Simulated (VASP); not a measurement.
# NaCl (Fm-3m) in VASP: a series of runs

NaCl is run at these levels: r2SCAN; tasks: relaxation of cell and atoms.

Program: VASP 6.6.1. These are calculated values, not measurements. Logs are shortened: lines on timing, memory, paths and dates and some standing lists are left out, and cuts for length are marked.

**1. The cell of the first run**

It takes space group Fm-3m (No. 225, cubic). Conventional cell: a = 5.608 Å, b = 5.608 Å, c = 5.608 Å, α = 90.00°, β = 90.00°, γ = 90.00°. Na (site symmetry m-3m) has 6 Cl at 2.80 Å within 3.7 Å. Cl (site symmetry m-3m) has 6 Na at 2.80 Å within 3.7 Å.

**2. Relaxation of cell and atoms, r2SCAN, target pressure 2 GPa, at which the enthalpy is minimised**

Input file POSCAR:

```
NaCl
1.0
    2.8039807854      2.8039807854      0.0000000000
   -2.8039807854      2.8039807854      0.0000000000
    0.0000000000      2.8039807854      2.8039807854
Na Cl
1 1
Direct
    0.0000000000      0.0000000000      0.0000000000
    0.5000000000      0.5000000000      0.0000000000
```

Input file INCAR.step1:

```
SYSTEM = NaCl
PREC = Accurate
ENCUT = 550
ISMEAR = 0
SIGMA = 0.01
LREAL = .False.
LASPH = .True.
NELM = 120
GGA = PE
ALGO = Normal
EDIFF = 1E-5
LWAVE = .True.
LCHARG = .False.
GGA_COMPAT = .False.
IBRION = 2
ISIF = 3
EDIFFG = -0.005
NELMIN = 4
NSW = 100
```

Input file INCAR.step2:

```
SYSTEM = NaCl
PREC = Accurate
ENCUT = 550
EDIFF = 1E-7
ISMEAR = 0
SIGMA = 0.01
LREAL = .False.
LASPH = .True.
NELM = 120
ALGO = Normal
ISIF = 3
LWAVE = .False.
LCHARG = .False.
METAGGA = R2SCAN
LMIXTAU = .True.
IBRION = 2
NSW = 100
EDIFFG = -0.002
PSTRESS = 20.0
ISTART = 1
GGA_COMPAT = .False.
NELMIN = 4
```

Input file KPOINTS:

```
Automatic mesh
0
Gamma
  8 8 8
  0 0 0
```

Potentials or basis: VASP PAW PBE potentials, release 64 (Na_pv, Cl).

The run is started by

```sh
cat potpaw_PBE.64/Na_pv/POTCAR potpaw_PBE.64/Cl/POTCAR > POTCAR
cp INCAR.step1 INCAR
mpirun -np 1 vasp_std > vasp.out
cp INCAR.step2 INCAR
mpirun -np 1 vasp_std > vasp.out
```

OUTCAR:

```text
SYSTEM = NaCl
   PREC = Accurate
   ENCUT = 550
   EDIFF = 1E-7
   ISMEAR = 0
   LREAL = .False.
   LASPH = .True.
   NELM = 120
   ISIF = 3
   METAGGA = R2SCAN
   IBRION = 2
   NSW = 100
   EDIFFG = -0.002
   PSTRESS = 20.0
   ISTART = 1
   NELMIN = 4

 ion  position               nearest neighbor table
   1  0.000  0.000  0.000-
   2  0.500  0.500  0.000-

  LATTYP: Found a face centered cubic cell.
 ALAT       =     5.6079615708

  Lattice vectors:

 A1 = (   0.0000000000,   2.8039807854,   2.8039807854)
 A2 = (   2.8039807854,   0.0000000000,   2.8039807854)
 A3 = (   2.8039807854,   2.8039807854,   0.0000000000)

Analysis of symmetry for initial positions (statically):
=====================================================================
 Subroutine PRICEL returns:
 Original cell was already a primitive cell.

 Routine SETGRP: Setting up the symmetry group for a
 face centered cubic supercell.

 Subroutine GETGRP returns: Found 48 space group operations
 (whereof 48 operations were pure point group operations)
 out of a pool of 48 trial point group operations.

The static configuration has the point symmetry O_h .

Analysis of symmetry for dynamics (positions and initial velocities):
=====================================================================
 Subroutine PRICEL returns:
 Original cell was already a primitive cell.

 Routine SETGRP: Setting up the symmetry group for a
 face centered cubic supercell.

 Subroutine GETGRP returns: Found 48 space group operations
 (whereof 48 operations were pure point group operations)
 out of a pool of 48 trial point group operations.

The dynamic configuration has the point symmetry O_h .

 Subroutine INISYM returns: Found 48 space group operations
 (whereof 48 operations are pure point group operations),
 and found     1 'primitive' translations

----------------------------------------------------------------------------------------

                                     Primitive cell

  volume of cell :      44.0915

  direct lattice vectors                    reciprocal lattice vectors
     2.803980785  2.803980785  0.000000000     0.178317912  0.178317912 -0.178317912
    -2.803980785  2.803980785  0.000000000    -0.178317912  0.178317912 -0.178317912
     0.000000000  2.803980785  2.803980785     0.000000000  0.000000000  0.356635825

  length of vectors
     3.965427655  3.965427655  3.965427655     0.308855684  0.308855684  0.356635825

  position of ions in fractional coordinates (direct lattice)
     0.000000000  0.000000000  0.000000000
     0.500000000  0.500000000  0.000000000

  ion indices of the primitive-cell ions
   primitive index   ion index
                 1           1
                 2           2

----------------------------------------------------------------------------------------

 KPOINTS: Automatic mesh

Automatic generation of k-mesh.
 Grid dimensions read from file:
 generate k-points for:    8    8    8

 Generating k-lattice:

  Cartesian coordinates                     Fractional coordinates (reciprocal lattice)
     0.022289739  0.022289739 -0.022289739     0.125000000  0.000000000  0.000000000
    -0.022289739  0.022289739 -0.022289739     0.000000000  0.125000000  0.000000000
     0.000000000  0.000000000  0.044579478     0.000000000  0.000000000  0.125000000

  Length of vectors
     0.038606961  0.038606961  0.044579478

  Shift w.r.t. Gamma in fractional coordinates (k-lattice)
     0.000000000  0.000000000  0.000000000

 Subroutine IBZKPT returns following result:
 ===========================================

 Found     29 irreducible k-points:

 Following reciprocal coordinates:
            Coordinates               Weight
  0.000000  0.000000  0.000000      1.000000
  0.125000  0.000000  0.000000      8.000000
  0.250000  0.000000  0.000000      8.000000
  0.375000  0.000000  0.000000      8.000000
  0.500000  0.000000  0.000000      4.000000
  0.125000  0.125000  0.000000     12.000000
[... 16 lines left out ...]
  0.375000  0.250000  0.125000     48.000000
  0.500000  0.250000  0.125000     24.000000
 [... further k-points ...]
   k-points           NKPTS =     29   k-points in BZ     NKDIM =     29   number of bands    NBANDS=     11
   number of dos      NEDOS =    301   number of ions     NIONS =      2
   total plane-waves  NPLWV =  27000
   dimension x,y,z NGX =    30 NGY =   30 NGZ =   30
   dimension x,y,z NGXF=    60 NGYF=   60 NGZF=   60
   ions per type =               1   1
   NGX,Y,Z   is equivalent  to a cutoff of  12.58, 12.58, 12.58 a.u.
   NGXF,Y,Z  is equivalent  to a cutoff of  25.15, 25.15, 25.15 a.u.
 SYSTEM =  NaCl
   PREC   = accura    normal or accurate (medium, high low for compatibility)
   ISTART =      1    job   : 0-new  1-cont  2-samecut
   ICHARG =      0    charge: 1-file 2-atom 10-const
   ISPIN  =      1    spin polarized calculation?
   LNONCOLLINEAR =      F non collinear calculations
   LSORBIT =      F    spin-orbit coupling
   LASPH  =      T    aspherical Exc in radial PAW
   ENCUT  =  550.0 eV  40.42 Ry    6.36 a.u.   7.58  7.58  7.58*2*pi/ulx,y,z
   NELM   =    120;   NELMIN=  4; NELMDL=  0     # of ELM steps
   EDIFF  = 0.1E-06   stopping-criterion for ELM
   LREAL  =      F    real-space projection
   EDIFFG = -.2E-02   stopping-criterion for IOM
   NSW    =    100    number of steps for IOM
   IBRION =      2    ionic relax: 0-MD 1-quasi-New 2-CG
   NFREE  =      1    steps in history (QN), initial steepest desc. (CG)
   ISIF   =      3    stress and relaxation
   ISYM   =      2    0-nonsym 1-usesym 2-fastsym
   POTIM  = 0.5000    time-step for ionic-motion
   TEBEG  =    0.0;   TEEND  =   0.0 temperature during run
   PSTRESS=   20.0 pullay stress
   NELECT =      14.0000    total number of electrons
   NUPDOWN=      -1.0000    fix difference up-down
   EMIN   =  10.00;   EMAX   =-10.00  energy-range for DOS
   EFERMI =   0.00;   METHOD = LEGACY
   ISMEAR =     0;   SIGMA  =   0.01  broadening in eV -4-tet -1-fermi 0-gaus
   EFERMI_NEDOS =   21; number of points for ismear=-14 and -15
   IALGO  =     38    algorithm
   IMIX   =      4    mixing-type and parameters
     AMIX     =   0.40;   BMIX     =  1.00
     AMIX_MAG =   1.60;   BMIX_MAG =  1.00
  volume/ion in A,a.u.               =      22.05       148.77
  Fermi-wavevector in a.u.,A,eV,Ry     =   1.116861  2.110561 16.971616  1.247379
  Thomas-Fermi vector in A             =   2.253479
   LORBIT       =      0    0 simple, 1 ext, 2 COOP (PROOUT), +10 PAW based schemes
   METAGGA = R2SCAN    functional components
   LHFCALC =     F    Hartree Fock is set to
   AEXX    =    0.0000 exact exchange contribution
   IVDW    =     0    specifies the selected vdW correction
   LEPSILON=     F    determine dielectric tensor
   LRPA    =     F    only Hartree local field effects (RPA)
 conjugate gradient relaxation of ions
 non-spin polarized calculation
 Gauss-broadening in eV      SIGMA  =   0.01
  energy-cutoff  :      550.00
  volume of cell :       44.09
 maximum number of plane-waves:      1308
   NGX = 15   NGY = 15   NGZ = 15

--------------------------------------- Ionic step        1  -------------------------------------------

 number of electron      14.0000003 magnetization

 Free energy of the ion-electron system (eV)
  ---------------------------------------------------
  ext. energy  EPLUGINS =         0.00000000
  ---------------------------------------------------
  free energy    TOTEN  =       -13.79112034 eV

  energy without entropy =      -13.79112034  energy(sigma->0) =      -13.79112034

------------------------ aborting loop because EDIFF is reached ----------------------------------------

  FORCE on cell =-STRESS in cart. coord.  units (eV):
  Direction    XX          YY          ZZ          XY          YZ          ZX
  --------------------------------------------------------------------------------------
  -------------------------------------------------------------------------------------
  Total       -0.0514247     -0.0514247     -0.0514247      0.0000000     -0.0000000     -0.0000000
  in kB       -1.8686482     -1.8686482     -1.8686482      0.0000000     -0.0000000     -0.0000000
  external PRESSURE =     -21.8686482 kB  Pullay stress =      20.0000000 kB
[... 93 lines left out ...]
  FREE ENERGIE OF THE ION-ELECTRON SYSTEM (eV)
  ---------------------------------------------------
  free  energy   TOTEN  =       -13.7786778721 eV

  energy  without entropy=      -13.7786778721  energy(sigma->0) =      -13.77867787

  enthalpy is  TOTEN    =       -13.2626089522 eV   P V=        0.5160689199

[... ionic steps 4 to 15 ...]

--------------------------------------- Ionic step       16  -------------------------------------------

 number of electron      14.0000001 magnetization

------------------------ aborting loop because EDIFF is reached ----------------------------------------

  FORCE on cell =-STRESS in cart. coord.  units (eV):
  Direction    XX          YY          ZZ          XY          YZ          ZX
  --------------------------------------------------------------------------------------
  -------------------------------------------------------------------------------------
  Total        0.5071104      0.5071104      0.5071104     -0.0000000     -0.0000000      0.0000000
  in kB       19.7635418     19.7635418     19.7635418     -0.0000000     -0.0000000      0.0000000
  external PRESSURE =      -0.2364582 kB  Pullay stress =      20.0000000 kB
[... 61 lines left out ...]
  enthalpy is  TOTEN    =       -13.2628842921 eV   P V=        0.5131105602

--------------------------------------- Ionic step       18  -------------------------------------------

 number of electron      14.0000000 magnetization

 Free energy of the ion-electron system (eV)
  ---------------------------------------------------
  ext. energy  EPLUGINS =         0.00000000
  ---------------------------------------------------
  free energy    TOTEN  =       -13.77586774 eV

  energy without entropy =      -13.77586774  energy(sigma->0) =      -13.77586774

 E-fermi :  -0.4907     XC(G=0):  -9.0580

 val. band max:       -0.6280031041   @ k =   0.0000   0.0000   0.0000
 cond. band min:       5.6809393582   @ k =   0.0000   0.0000   0.0000
 fundamental gap:      6.3089424624
 Fermi energy:        -0.4907339536

 k-point     1 :       0.0000    0.0000    0.0000
  band No.  band energies     occupation
      1     -22.0024      2.00000
      2     -22.0024      2.00000
      3     -22.0024      2.00000
      4     -14.0675      2.00000
      5      -0.6280      2.00000
      6      -0.6280      2.00000
      7      -0.6280      2.00000
      8       5.6809      0.00000
      9      11.2046      0.00000
     10      11.2046      0.00000
     11      11.2046      0.00000
[... 309 lines left out ...]
 k-point    24 :       0.5000    0.2500    0.1250
  band No.  band energies     occupation
      1     -22.0366      2.00000
      2     -22.0133      2.00000
      3     -22.0081      2.00000
      4     -13.5873      2.00000
      5      -2.5276      2.00000
      6      -1.5315      2.00000
      7      -1.1277      2.00000
      8       8.6198      0.00000
      9      10.1272      0.00000
     10      10.8443      0.00000
     11      12.2830      0.00000

 [... further k-points ...]

------------------------ aborting loop because EDIFF is reached ----------------------------------------

  FORCE on cell =-STRESS in cart. coord.  units (eV):
  Direction    XX          YY          ZZ          XY          YZ          ZX
  --------------------------------------------------------------------------------------
  -------------------------------------------------------------------------------------
  Total        0.5106428      0.5106428      0.5106428     -0.0000000     -0.0000000      0.0000000
  in kB       19.9090198     19.9090198     19.9090198     -0.0000000     -0.0000000      0.0000000
  external PRESSURE =      -0.0909802 kB  Pullay stress =      20.0000000 kB
[... 17 lines left out ...]
  FREE ENERGIE OF THE ION-ELECTRON SYSTEM (eV)
  ---------------------------------------------------
  free  energy   TOTEN  =       -13.7758677438 eV

  energy  without entropy=      -13.7758677438  energy(sigma->0) =      -13.77586774

  enthalpy is  TOTEN    =       -13.2628913628 eV   P V=        0.5129763810

 reached required accuracy - stopping structural energy minimisation
```

Wall time 8.6 min (1 thread of Intel Xeon Platinum 8559C (Emerald Rapids), shared host); peak memory 0.17 GiB.

Results:

```
Free energy                                                : -13.7759 eV
Relaxed volume                                             : 20.55 Å³/atom
Relaxed cell                                               : a = 3.873 Å, b = 3.873 Å, c = 3.873 Å, α = 60.00°, β = 60.00°, γ = 90.00°
Space group after relaxing (to 0.1 Å)                      : Fm-3m (No. 225)
Energy change on relaxing (the run minimises the enthalpy) : +7.6 meV/atom
Ionic steps                                                : 18
Pressure after relaxing                                    : 2.0 GPa
Band gap on the k mesh                                     : 6.31 eV
```

Step by step:
```csv
step,energy change (eV),largest force (eV/Å),pressure (GPa),volume (Å³)
1,0.0000,0.0000,-0.19,44.09
2,0.0050,0.0000,1.14,42.20
3,0.0124,0.0000,1.78,41.34
4,0.0157,0.0000,2.02,41.06
5,0.0150,0.0000,1.97,41.12
6,0.0150,0.0000,1.97,41.12
7,0.0150,0.0000,1.97,41.12
8,0.0150,0.0000,1.97,41.12
9,0.0150,0.0000,1.97,41.12
10,0.0150,0.0000,1.97,41.12
11,0.0150,0.0000,1.97,41.12
12,0.0150,0.0000,1.97,41.12
13,0.0150,0.0000,1.97,41.11
14,0.0150,0.0000,1.97,41.11
15,0.0150,0.0000,1.97,41.11
16,0.0151,0.0000,1.98,41.11
17,0.0151,0.0000,1.98,41.10
18,0.0153,0.0000,1.99,41.09
```

Final structure:
```
Na Cl
1.0
     2.73894    2.73894    0.00000
    -2.73894    2.73894    0.00000
     0.00000    2.73894    2.73894
Na Cl
1 1
Direct
  0.00000 0.00000 0.00000
  0.50000 0.50000 0.00000
```

Levels at points of the mesh, in eV from the valence-band top:
```
           k point  band 4  band 5  band 6  band 7  band 8  band 9  band 10  band 11
(0.00, 0.00, 0.00)  -13.44    0.00    0.00    0.00    6.31   11.83    11.83    11.83
(0.50, 0.00, 0.00)  -13.00   -2.20   -0.33   -0.33    8.11   11.98    11.98    12.37
(0.50, 0.50, 0.00)  -12.95   -1.93   -0.70   -0.70    8.53    8.70    12.89    16.36
```

Caveat: the cell is relaxed towards a set pressure, so the run minimises the enthalpy, not the energy; the PAW data sets were made with another functional, which shifts forces and pressure a little.

**3. Relaxation of cell and atoms, r2SCAN, target pressure 4 GPa, at which the enthalpy is minimised**

POSCAR is that of step 2.

Input file INCAR.step1:

```
PREC = Accurate
ENCUT = 550
ISMEAR = 0
SIGMA = 0.01
LREAL = F
LASPH = T
NELM = 120
GGA = PE
ALGO = Normal
EDIFF = 1E-5
LWAVE = T
LCHARG = F
GGA_COMPAT = F
IBRION = 2
ISIF = 3
EDIFFG = -0.005
NELMIN = 4
NSW = 100
```

Input file INCAR.step2:

```
PREC = Accurate
ENCUT = 550
EDIFF = 1E-7
ISMEAR = 0
SIGMA = 0.01
LREAL = F
LASPH = T
NELM = 120
ALGO = Normal
ISIF = 3
LWAVE = F
LCHARG = F
METAGGA = R2SCAN
LMIXTAU = T
IBRION = 2
NSW = 100
EDIFFG = -0.002
PSTRESS = 40.0
ISTART = 1
GGA_COMPAT = F
NELMIN = 4
```

Input file KPOINTS:

```
Automatic mesh
0
Gamma
  8 8 8
```

Potentials or basis: VASP PAW PBE potentials, release 64 (Na_pv, Cl).

The run is started by

```sh
cat potpaw_PBE.64/Na_pv/POTCAR potpaw_PBE.64/Cl/POTCAR > POTCAR
cp INCAR.step1 INCAR
mpirun -np 1 vasp_std > vasp.out
cp INCAR.step2 INCAR
mpirun -np 1 vasp_std > vasp.out
```

Wall time 3.9 min (1 thread of Intel Xeon Platinum 8559C (Emerald Rapids), shared host); peak memory 0.17 GiB.

It converged, with:

| Property | Result |
| --- | --- |
| Free energy | -13.7408 eV |
| Relaxed volume | 19.57 Å³/atom |
| Relaxed cell | a = 3.811 Å, b = 3.811 Å, c = 3.811 Å, α = 60.00°, β = 60.00°, γ = 90.00° |
| Space group after relaxing (to 0.1 Å) | Fm-3m (No. 225) |
| Energy change on relaxing (the run minimises the enthalpy) | +25.2 meV/atom |
| Ionic steps | 4 |
| Pressure after relaxing | 4.0 GPa |
| Band gap on the k mesh | 6.55 eV |

The path:
| step | energy change (eV) | largest force (eV/Å) | pressure (GPa) | volume (Å³) |
| --- | --- | --- | --- | --- |
| 1 | 0.0000 | 0.0000 | -0.19 | 44.09 |
| 2 | 0.0231 | 0.0000 | 2.52 | 40.52 |
| 3 | 0.0474 | 0.0000 | 3.86 | 39.26 |
| 4 | 0.0504 | 0.0000 | 4.01 | 39.14 |

Final structure:
```
CELL_PARAMETERS angstrom
2.69484 2.69484 0.00000
-2.69484 2.69484 0.00000
0.00000 2.69484 2.69484
ATOMIC_POSITIONS crystal
Na 0.00000 0.00000 0.00000
Cl 0.50000 0.50000 0.00000
```

Levels at points of the mesh, in eV from the valence-band top:
```tsv
k point	band 3	band 4	band 5	band 6	band 7	band 8	band 9	band 10	band 11
(0.00, 0.00, 0.00)	-21.31	-13.58	0.00	0.00	0.00	6.55	11.86	11.86	11.86
(0.50, 0.00, 0.00)	-21.31	-13.07	-2.38	-0.37	-0.37	8.19	12.08	12.08	12.81
(0.50, 0.50, 0.00)	-21.32	-13.02	-2.08	-0.75	-0.75	8.46	8.84	13.30	16.52
```

Caveat: the cell is relaxed towards a set pressure, so the run minimises the enthalpy, not the energy; the PAW data sets were made with another functional, which shifts forces and pressure a little.
